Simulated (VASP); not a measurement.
# Ca3Mg (Pm-3m) in VASP: notebook

Runs on Ca3Mg. Level: LDA. Tasks: single point, relaxation of cell and atoms.

Program: VASP 6.6.1. These are calculated values, not measurements. Logs are shortened: lines on timing, memory, paths and dates and some standing lists are left out, and cuts for length are marked.

## 1. The cell of the first run

Symmetry: Pm-3m, No. 221, cubic system. Conventional cell: a = 5.102 Å, b = 5.102 Å, c = 5.102 Å, α = 90.00°, β = 90.00°, γ = 90.00°. Within 4.7 Å of Ca (site symmetry 4/mmm) lie 8 Ca at 3.61 Å and 4 Mg at 3.61 Å. Within 4.7 Å of Mg (site symmetry m-3m) lie 12 Ca at 3.61 Å.

## 2. Single point, LDA

File INCAR:

```
SYSTEM = Ca3Mg
PREC = Accurate
ENCUT = 520
EDIFF = 1E-7
ISMEAR = -1
SIGMA = 0.1
LREAL = .FALSE.
LASPH = .TRUE.
NELM = 100
ALGO = Normal
ISIF = 2
LWAVE = .FALSE.
LCHARG = .FALSE.
NBANDS = 24
```

File KPOINTS:

```
Automatic mesh
0
G
  5 5 5
  0 0 0
```

File POSCAR:

```
Ca3Mg
1.0
    5.1018821514      0.0000000000      0.0000000000
    0.0000000000      5.1018821514      0.0000000000
    0.0000000000      0.0000000000      5.1018821514
Ca Mg
3 1
Direct
    0.5000000000      0.5000000000      0.0000000000
    0.0000000000      0.5000000000      0.5000000000
    0.5000000000      0.0000000000      0.5000000000
    0.0000000000      0.0000000000      0.0000000000
```

Potentials or basis: VASP PAW LDA potentials, release 64 (Ca_sv, Mg).

Run with:

```sh
> cat potpaw_LDA.64/Ca_sv/POTCAR potpaw_LDA.64/Mg/POTCAR > POTCAR
> mpirun -np 1 vasp_std > vasp.out
```

OUTCAR:

```text
SYSTEM = Ca3Mg
   PREC = Accurate
   ENCUT = 520
   EDIFF = 1E-7
   ISMEAR = -1
   LREAL = .FALSE.
   LASPH = .TRUE.
   NELM = 100
   ISIF = 2

 ion  position               nearest neighbor table
   1  0.500  0.500  0.000-
   2  0.000  0.500  0.500-
   3  0.500  0.000  0.500-
   4  0.000  0.000  0.000-

  LATTYP: Found a simple cubic cell.
 ALAT       =     5.1018821514

  Lattice vectors:

 A1 = (   5.1018821514,   0.0000000000,   0.0000000000)
 A2 = (   0.0000000000,   5.1018821514,   0.0000000000)
 A3 = (   0.0000000000,   0.0000000000,   5.1018821514)

Analysis of symmetry for initial positions (statically):
=====================================================================
 Subroutine PRICEL returns:
 Original cell was already a primitive cell.

 Routine SETGRP: Setting up the symmetry group for a
 simple cubic supercell.

 Subroutine GETGRP returns: Found 48 space group operations
 (whereof 48 operations were pure point group operations)
 out of a pool of 48 trial point group operations.

The static configuration has the point symmetry O_h .

Analysis of symmetry for dynamics (positions and initial velocities):
=====================================================================
 Subroutine PRICEL returns:
 Original cell was already a primitive cell.

 Routine SETGRP: Setting up the symmetry group for a
 simple cubic supercell.

 Subroutine GETGRP returns: Found 48 space group operations
 (whereof 48 operations were pure point group operations)
 out of a pool of 48 trial point group operations.

The dynamic configuration has the point symmetry O_h .

 Subroutine INISYM returns: Found 48 space group operations
 (whereof 48 operations are pure point group operations),
 and found     1 'primitive' translations

----------------------------------------------------------------------------------------

                                     Primitive cell

  volume of cell :     132.7979

  direct lattice vectors                    reciprocal lattice vectors
     5.101882151  0.000000000  0.000000000     0.196006095  0.000000000  0.000000000
     0.000000000  5.101882151  0.000000000     0.000000000  0.196006095  0.000000000
     0.000000000  0.000000000  5.101882151     0.000000000  0.000000000  0.196006095

  length of vectors
     5.101882151  5.101882151  5.101882151     0.196006095  0.196006095  0.196006095

  position of ions in fractional coordinates (direct lattice)
     0.500000000  0.500000000  0.000000000
     0.000000000  0.500000000  0.500000000
     0.500000000  0.000000000  0.500000000
     0.000000000  0.000000000  0.000000000

  ion indices of the primitive-cell ions
   primitive index   ion index
                 1           1
                 2           2
                 3           3
                 4           4

----------------------------------------------------------------------------------------

 KPOINTS: Automatic mesh

Automatic generation of k-mesh.
 Grid dimensions read from file:
 generate k-points for:    5    5    5

 Generating k-lattice:

  Cartesian coordinates                     Fractional coordinates (reciprocal lattice)
     0.039201219  0.000000000  0.000000000     0.200000000  0.000000000  0.000000000
     0.000000000  0.039201219  0.000000000     0.000000000  0.200000000  0.000000000
     0.000000000  0.000000000  0.039201219     0.000000000  0.000000000  0.200000000

  Length of vectors
     0.039201219  0.039201219  0.039201219

  Shift w.r.t. Gamma in fractional coordinates (k-lattice)
     0.000000000  0.000000000  0.000000000

 Subroutine IBZKPT returns following result:
 ===========================================

 Found     10 irreducible k-points:

 Following reciprocal coordinates:
            Coordinates               Weight
  0.000000  0.000000  0.000000      1.000000
  0.200000  0.000000  0.000000      6.000000
  0.400000  0.000000  0.000000      6.000000
  0.200000  0.200000  0.000000     12.000000
  0.400000  0.200000  0.000000     24.000000
  0.400000  0.400000  0.000000     12.000000
  0.200000  0.200000  0.200000      8.000000
  0.400000  0.200000  0.200000     24.000000
  0.400000  0.400000  0.200000     24.000000
  0.400000  0.400000  0.400000      8.000000
   k-points           NKPTS =     10   k-points in BZ     NKDIM =     10   number of bands    NBANDS=     24
   number of dos      NEDOS =    301   number of ions     NIONS =      4
   total plane-waves  NPLWV =  64000
   dimension x,y,z NGX =    40 NGY =   40 NGZ =   40
   dimension x,y,z NGXF=    80 NGYF=   80 NGZF=   80
   ions per type =               3   1
   NGX,Y,Z   is equivalent  to a cutoff of  13.03, 13.03, 13.03 a.u.
   NGXF,Y,Z  is equivalent  to a cutoff of  26.07, 26.07, 26.07 a.u.
 SYSTEM =  Ca3Mg
   PREC   = accura    normal or accurate (medium, high low for compatibility)
   ISTART =      0    job   : 0-new  1-cont  2-samecut
   ICHARG =      2    charge: 1-file 2-atom 10-const
   ISPIN  =      1    spin polarized calculation?
   LNONCOLLINEAR =      F non collinear calculations
   LSORBIT =      F    spin-orbit coupling
   LASPH  =      T    aspherical Exc in radial PAW
   ENCUT  =  520.0 eV  38.22 Ry    6.18 a.u.   9.49  9.49  9.49*2*pi/ulx,y,z
   NELM   =    100;   NELMIN=  2; NELMDL= -5     # of ELM steps
   EDIFF  = 0.1E-06   stopping-criterion for ELM
   LREAL  =      F    real-space projection
   EDIFFG = 0.1E-05   stopping-criterion for IOM
   NSW    =      0    number of steps for IOM
   IBRION =     -1    ionic relax: 0-MD 1-quasi-New 2-CG
   NFREE  =      0    steps in history (QN), initial steepest desc. (CG)
   ISIF   =      2    stress and relaxation
   ISYM   =      2    0-nonsym 1-usesym 2-fastsym
   POTIM  = 0.5000    time-step for ionic-motion
   TEBEG  =    0.0;   TEEND  =   0.0 temperature during run
   PSTRESS=    0.0 pullay stress
   NELECT =      32.0000    total number of electrons
   NUPDOWN=      -1.0000    fix difference up-down
   EMIN   =  10.00;   EMAX   =-10.00  energy-range for DOS
   EFERMI =   0.00;   METHOD = LEGACY
   ISMEAR =    -1;   SIGMA  =   0.10  broadening in eV -4-tet -1-fermi 0-gaus
   EFERMI_NEDOS =   21; number of points for ismear=-14 and -15
   IALGO  =     38    algorithm
   IMIX   =      4    mixing-type and parameters
     AMIX     =   0.40;   BMIX     =  1.00
     AMIX_MAG =   1.60;   BMIX_MAG =  1.00
  volume/ion in A,a.u.               =      33.20       224.04
  Fermi-wavevector in a.u.,A,eV,Ry     =   1.018735  1.925129 14.120402  1.037820
  Thomas-Fermi vector in A             =   2.152209
   LORBIT       =      0    0 simple, 1 ext, 2 COOP (PROOUT), +10 PAW based schemes
   GGA     = CA    functional components
   LHFCALC =     F    Hartree Fock is set to
   AEXX    =    0.0000 exact exchange contribution
   IVDW    =     0    specifies the selected vdW correction
   LEPSILON=     F    determine dielectric tensor
   LRPA    =     F    only Hartree local field effects (RPA)
 non-spin polarized calculation
  energy-cutoff  :      520.00
  volume of cell :      132.80
 maximum number of plane-waves:      3595
 NGX is ok and might be reduce to    40
   NGX = 19   NGY = 19   NGZ = 19

 number of electron      32.0000000 magnetization

 Free energy of the ion-electron system (eV)
  ---------------------------------------------------
  ext. energy  EPLUGINS =         0.00000000
  ---------------------------------------------------
  free energy    TOTEN  =        -8.68833856 eV

  energy without entropy =       -8.53065766  energy(sigma->0) =       -8.60949811

 E-fermi :   2.2709     XC(G=0):  -8.4830

 val. band max:        2.2634600641   @ k =   0.2000   0.2000   0.0000
 cond. band min:       2.2765722867   @ k =   0.4000   0.2000   0.2000
 fundamental gap:      0.0131122226
 Fermi energy:         2.2708597885

 k-point     1 :       0.0000    0.0000    0.0000
  band No.  band energies     occupation
      1     -38.8755      2.00000
      2     -38.8331      2.00000
      3     -38.8331      2.00000
      4     -20.2799      2.00000
      5     -20.2799      2.00000
      6     -20.2799      2.00000
[... 16 lines left out ...]
     23       5.4836      0.00000
     24       5.4836      0.00000

 k-point     2 :       0.2000    0.0000    0.0000
  band No.  band energies     occupation
      1     -38.8720      2.00000
      2     -38.8366      2.00000
      3     -38.8331      2.00000
      4     -20.2682      2.00000
      5     -20.2682      2.00000
      6     -20.2611      2.00000
[... 16 lines left out ...]
     23       5.2614      0.00000
     24       5.5828      0.00000

 k-point     3 :       0.4000    0.0000    0.0000
  band No.  band energies     occupation
      1     -38.8637      2.00000
      2     -38.8449      2.00000
      3     -38.8330      2.00000
      4     -20.2441      2.00000
      5     -20.2441      2.00000
      6     -20.2101      2.00000
[... 16 lines left out ...]
     23       4.8476      0.00000
     24       5.0282      0.00000

 k-point     4 :       0.2000    0.2000    0.0000
  band No.  band energies     occupation
      1     -38.8687      2.00000
      2     -38.8379      2.00000
      3     -38.8350      2.00000
      4     -20.2757      2.00000
      5     -20.2560      2.00000
      6     -20.2301      2.00000
[... 16 lines left out ...]
     23       5.0705      0.00000
     24       5.6077      0.00000

 k-point     5 :       0.4000    0.2000    0.0000
  band No.  band energies     occupation
      1     -38.8609      2.00000
      2     -38.8449      2.00000
      3     -38.8357      2.00000
      4     -20.2588      2.00000
      5     -20.2302      2.00000
      6     -20.2090      2.00000
[... 16 lines left out ...]
     23       4.5791      0.00000
     24       5.0973      0.00000

 k-point     6 :       0.4000    0.4000    0.0000
  band No.  band energies     occupation
      1     -38.8540      2.00000
      2     -38.8457      2.00000
      3     -38.8416      2.00000
      4     -20.2663      2.00000
      5     -20.2440      2.00000
      6     -20.1967      2.00000
[... 16 lines left out ...]
     23       4.5981      0.00000
     24       5.0825      0.00000

 k-point     7 :       0.2000    0.2000    0.2000
  band No.  band energies     occupation
      1     -38.8657      2.00000
      2     -38.8379      2.00000
      3     -38.8379      2.00000
      4     -20.2914      2.00000
      5     -20.2247      2.00000
      6     -20.2247      2.00000
[... 16 lines left out ...]
     23       5.1078      0.00000
     24       5.5933      0.00000

 k-point     8 :       0.4000    0.2000    0.2000
  band No.  band energies     occupation
      1     -38.8586      2.00000
      2     -38.8449      2.00000
      3     -38.8378      2.00000
      4     -20.2875      2.00000
      5     -20.2173      2.00000
      6     -20.2131      2.00000
[... 16 lines left out ...]
     23       4.8724      0.00000
     24       5.3656      0.00000

 k-point     9 :       0.4000    0.4000    0.2000
  band No.  band energies     occupation
      1     -38.8528      2.00000
      2     -38.8457      2.00000
      3     -38.8427      2.00000
      4     -20.3055      2.00000
      5     -20.2469      2.00000
      6     -20.2141      2.00000
[... 16 lines left out ...]
     23       4.9356      0.00000
     24       5.1473      0.00000

 k-point    10 :       0.4000    0.4000    0.4000
  band No.  band energies     occupation
      1     -38.8497      2.00000
      2     -38.8457      2.00000
      3     -38.8457      2.00000
      4     -20.3432      2.00000
      5     -20.2478      2.00000
      6     -20.2462      2.00000
[... 16 lines left out ...]
     23       4.8224      0.00000
     24       5.1651      0.00000

------------------------ aborting loop because EDIFF is reached ----------------------------------------

  FORCE on cell =-STRESS in cart. coord.  units (eV):
  Direction    XX          YY          ZZ          XY          YZ          ZX
  --------------------------------------------------------------------------------------
  -------------------------------------------------------------------------------------
  Total       -0.1185186     -0.1185186     -0.1185186     -0.0000000      0.0000000      0.0000000
  in kB       -1.4299003     -1.4299003     -1.4299003     -0.0000000      0.0000000      0.0000000
  external PRESSURE =      -1.4299003 kB  Pullay stress =       0.0000000 kB

 VOLUME and BASIS-vectors are now :
 -----------------------------------------------------------------------------
  energy-cutoff  :      520.00
  volume of cell :      132.80
      direct lattice vectors                 reciprocal lattice vectors
     5.101882151  0.000000000  0.000000000     0.196006095  0.000000000  0.000000000
     0.000000000  5.101882151  0.000000000     0.000000000  0.196006095  0.000000000
     0.000000000  0.000000000  5.101882151     0.000000000  0.000000000  0.196006095

 POSITION                                       TOTAL-FORCE (eV/Angst)
 -----------------------------------------------------------------------------------
      2.55094      2.55094      0.00000         0.000000      0.000000      0.000000
      0.00000      2.55094      2.55094         0.000000      0.000000      0.000000
      2.55094      0.00000      2.55094         0.000000      0.000000      0.000000
      0.00000      0.00000      0.00000         0.000000      0.000000      0.000000
 -----------------------------------------------------------------------------------
    total drift:                               -0.000000     -0.000000     -0.000000

  FREE ENERGIE OF THE ION-ELECTRON SYSTEM (eV)
  ---------------------------------------------------
  free  energy   TOTEN  =        -8.6883385616 eV

  energy  without entropy=       -8.5306576572  energy(sigma->0) =       -8.60949811
```

Wall time 16 s (1 thread of Intel Xeon 6975P-C (Granite Rapids), shared host); peak memory 0.2 GiB.

Results:

| Item | Value |
| --- | --- |
| Free energy | -8.6883 eV |
| Pressure | -0.1 GPa |
| Band gap on the k mesh | zero (bands 16 and 17 overlap by 0.41 eV) |

## 3. Relaxation of cell and atoms, LDA

This run uses another cell than the first one, of 36.98 Å³/atom.

File INCAR:

```
SYSTEM = Ca3Mg
  ALGO = Normal
  EDIFF = 1E-6
  EDIFFG = -0.01
  ENCUT = 600
  IBRION = 2
  ISIF = 3
  ISMEAR = -1
  LASPH = .TRUE.
  LCHARG = .FALSE.
  LREAL = .FALSE.
  LWAVE = .FALSE.
  NELM = 80
  NSW = 80
  PREC = Accurate
  SIGMA = 0.1
```

File KPOINTS:

```
k-points
0
G
  5 5 5
  0 0 0
```

File POSCAR:

```
Ca3Mg
1.0
    5.2888130000      0.0000000000      0.0000000000
    0.0000000000      5.2888130000      0.0000000000
    0.0000000000      0.0000000000      5.2888130000
Ca Mg
3 1
Direct
    0.5000000000      0.5000000000      0.0000000000
    0.0000000000      0.5000000000      0.5000000000
    0.5000000000      0.0000000000      0.5000000000
    0.0000000000      0.0000000000      0.0000000000
```

Potentials or basis: VASP PAW LDA potentials, release 64 (Ca_sv, Mg).

Run with:

```sh
> cat potpaw_LDA.64/Ca_sv/POTCAR potpaw_LDA.64/Mg/POTCAR > POTCAR
> mpirun -np 1 vasp_std > vasp.out
```

OUTCAR:

```text
SYSTEM = Ca3Mg
   EDIFF = 1E-6
   EDIFFG = -0.01
   ENCUT = 600
   IBRION = 2
   ISIF = 3
   ISMEAR = -1
   LASPH = .TRUE.
   LREAL = .FALSE.
   NELM = 80
   NSW = 80
   PREC = Accurate

 ion  position               nearest neighbor table
   1  0.500  0.500  0.000-
   2  0.000  0.500  0.500-
   3  0.500  0.000  0.500-
   4  0.000  0.000  0.000-

  LATTYP: Found a simple cubic cell.
 ALAT       =     5.2888130000

  Lattice vectors:

 A1 = (   5.2888130000,   0.0000000000,   0.0000000000)
 A2 = (   0.0000000000,   5.2888130000,   0.0000000000)
 A3 = (   0.0000000000,   0.0000000000,   5.2888130000)

Analysis of symmetry for initial positions (statically):
=====================================================================
 Subroutine PRICEL returns:
 Original cell was already a primitive cell.

 Routine SETGRP: Setting up the symmetry group for a
 simple cubic supercell.

 Subroutine GETGRP returns: Found 48 space group operations
 (whereof 48 operations were pure point group operations)
 out of a pool of 48 trial point group operations.

The static configuration has the point symmetry O_h .

[... 137 lines left out ...]
 NGX is ok and might be reduce to    42
   NGX = 21   NGY = 21   NGZ = 21

--------------------------------------- Ionic step        1  -------------------------------------------

 number of electron      31.9999991 magnetization

 Free energy of the ion-electron system (eV)
  ---------------------------------------------------
  ext. energy  EPLUGINS =         0.00000000
  ---------------------------------------------------
  free energy    TOTEN  =        -8.57195885 eV

  energy without entropy =       -8.41350404  energy(sigma->0) =       -8.49273145

------------------------ aborting loop because EDIFF is reached ----------------------------------------

  FORCE on cell =-STRESS in cart. coord.  units (eV):
  Direction    XX          YY          ZZ          XY          YZ          ZX
  --------------------------------------------------------------------------------------
  -------------------------------------------------------------------------------------
  Total       -2.0263868     -2.0263868     -2.0263868      0.0000000     -0.0000000      0.0000000
  in kB      -21.9461480    -21.9461480    -21.9461480      0.0000000     -0.0000000      0.0000000
  external PRESSURE =     -21.9461480 kB  Pullay stress =       0.0000000 kB
[... 101 lines left out ...]
--------------------------------------- Ionic step        4  -------------------------------------------

 number of electron      32.0000006 magnetization

 Free energy of the ion-electron system (eV)
  ---------------------------------------------------
  ext. energy  EPLUGINS =         0.00000000
  ---------------------------------------------------
  free energy    TOTEN  =        -8.68975517 eV

  energy without entropy =       -8.53222532  energy(sigma->0) =       -8.61099025

 E-fermi :   2.2939     XC(G=0):  -8.5014

 val. band max:        2.2837014545   @ k =   0.2000   0.2000   0.0000
 cond. band min:       2.2988048316   @ k =   0.4000   0.2000   0.2000
 fundamental gap:      0.0151033771
 Fermi energy:         2.2939395536

 k-point     1 :       0.0000    0.0000    0.0000
  band No.  band energies     occupation
      1     -38.8399      2.00000
      2     -38.7964      2.00000
      3     -38.7964      2.00000
      4     -20.2471      2.00000
      5     -20.2471      2.00000
      6     -20.2471      2.00000
[... 250 lines left out ...]
  FREE ENERGIE OF THE ION-ELECTRON SYSTEM (eV)
  ---------------------------------------------------
  free  energy   TOTEN  =        -8.6897551740 eV

  energy  without entropy=       -8.5322253216  energy(sigma->0) =       -8.61099025

 reached required accuracy - stopping structural energy minimisation
```

Wall time 46 s (1 thread of Intel Xeon 6975P-C (Granite Rapids), shared host); peak memory 0.23 GiB.

What came out:

```yaml
Free_energy: -8.6898 eV
Relaxed_volume: 33.02 Å³/atom
Relaxed_cell: a = 5.093 Å, b = 5.093 Å, c = 5.093 Å, α = 90.00°, β = 90.00°, γ = 90.00°
Space_group_after_relaxing_to_0.1_Å: Pm-3m (No. 221)
Energy_gained_by_relaxing: 29.4 meV/atom
Ionic_steps: 4
Pressure_after_relaxing: 0.0 GPa
Band_gap_on_the_k_mesh: zero (bands 16 and 17 overlap by 0.42 eV)
```

The path:
| step | energy change (eV) | largest force (eV/Å) | pressure (GPa) | volume (Å³) |
| --- | --- | --- | --- | --- |
| 1 | 0.0000 | 0.0000 | -2.19 | 147.94 |
| 2 | -0.1033 | 0.0000 | -0.86 | 137.35 |
| 3 | -0.1177 | 0.0000 | -0.07 | 132.50 |
| 4 | -0.1178 | 0.0000 | 0.00 | 132.08 |

Final structure:
```yaml
crystal:
  lattice:
    - [5.09269, 0.00000, 0.00000]
    - [0.00000, 5.09269, 0.00000]
    - [0.00000, 0.00000, 5.09269]
  atoms:
    - { symbol: Ca, position: [0.50000, 0.50000, 0.00000] }
    - { symbol: Ca, position: [0.00000, 0.50000, 0.50000] }
    - { symbol: Ca, position: [0.50000, 0.00000, 0.50000] }
    - { symbol: Mg, position: [0.00000, 0.00000, 0.00000] }
```

(Continued in part 2 of 2.)
